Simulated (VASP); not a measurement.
Here is a VASP 6.6.1 calculation.

File INCAR:

```
SYSTEM = Yb
PREC = Accurate
ENCUT = 520
EDIFF = 1E-6
ISMEAR = -1
SIGMA = 0.1
LREAL = .False.
LASPH = .True.
NELM = 60
ALGO = Normal
ISIF = 2
LWAVE = .False.
LCHARG = .False.
GGA = PE
NBANDS = 18
```

Contents of KPOINTS:

```
Automatic mesh
0
Gamma
  17 17 17
  0 0 0
```

POSCAR

```
Yb
1.0
    0.0000000000      2.5060704064      2.5060704064
    2.5060704064      0.0000000000      2.5060704064
    2.5060704064      2.5060704064      0.0000000000
Yb
1
Direct
    0.0000000000      0.0000000000      0.0000000000
```

Potentials or basis: VASP PAW PBE potentials, release 64 (Yb).

The run is started by

```sh
$ cat potpaw_PBE.64/Yb/POTCAR > POTCAR
$ mpirun -np 1 vasp_std > vasp.out
```

**Question.** What does it give for the band gap on the k mesh?

**Answer.** Zero (bands 12 and 13 overlap by 0.04 eV).

**Question.** Predict the pressure.

**Answer.** 2.8 GPa.

Caveat: spin-orbit coupling is left out, which moves the levels of the heavy elements. Spin polarisation is off, so any magnetic state and its effect on volume and gap are missing.
